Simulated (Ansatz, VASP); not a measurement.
One calculation of C, two programs

Contents of INCAR:

```
SYSTEM = C
PREC = Accurate ; ENCUT = 600
EDIFF = 1E-7 ; ISMEAR = 0
SIGMA = 0.02 ; LREAL = .FALSE.
LASPH = .TRUE. ; NELM = 120
ALGO = Normal ; ISIF = 3
LWAVE = .FALSE. ; LCHARG = .FALSE.
GGA = PE ; IBRION = 2
NSW = 100 ; EDIFFG = -0.002
GGA_COMPAT = .FALSE. ; NELMIN = 4
```

The input KPOINTS:

```
regular mesh
0
G
  12 12 12
  0 0 0
```

Contents of POSCAR:

```
C
1.0
    0.0000000000      1.7835000000      1.7835000000
    1.7835000000      0.0000000000      1.7835000000
    1.7835000000      1.7835000000      0.0000000000
C
2
Direct
    0.0000000000      0.0000000000      0.0000000000
    0.2500000000      0.2500000000      0.2500000000
```

Input for Ansatz:

```yaml
crystal:
  lattice:
    - [0.0, 1.7835, 1.7835]
    - [1.7835, 0.0, 1.7835]
    - [1.7835, 1.7835, 0.0]
  atoms:
    - { symbol: C, position: [0.0, 0.0, 0.0] }
    - { symbol: C, position: [0.25, 0.25, 0.25] }
basis:
  ecutwfc: 420
kpoints:
  mp_grid: { grid: [12, 12, 12] }
hamiltonian:
  xc: pbe
  pseudopotentials: { kind: paw, azcp: { folder: soft_1 } }
scf:
  occupations: { method: gaussian, width: 0.02 }
output:
  forces: true
  stress: true
  eigenvalues: true
relax:
  adjacent_minimum: "off"
  f_tol: 0.002
  max_steps: 80
  cell: { stress_tol: 0.02 }
```

Alike in both runs: task relaxation of cell and atoms; functional PBE; k mesh 12 × 12 × 12; occupations gaussian, width 0.02 eV; no spin polarisation.

```csv
,VASP,Ansatz
version,VASP 6.6.1,Ansatz 0.2.0
potentials or method,"VASP PAW PBE potentials, release 64 (C), cutoff 600 eV","scalar-relativistic, plane waves, PAW"
valence electrons in the cell,8,8
```

|  | VASP | Ansatz | Ansatz less VASP |
| --- | --- | --- | --- |
| gap on the k mesh at the Fermi level, each at its own relaxed structure (eV) | 4.14 | 4.15 | +0.007 |
| relaxed volume (Å³/atom) | 5.69 | 5.70 | 0.000 |
| relaxed cell length with the largest relative difference (Å) | 2.525 | 2.526 | 0.0000 |
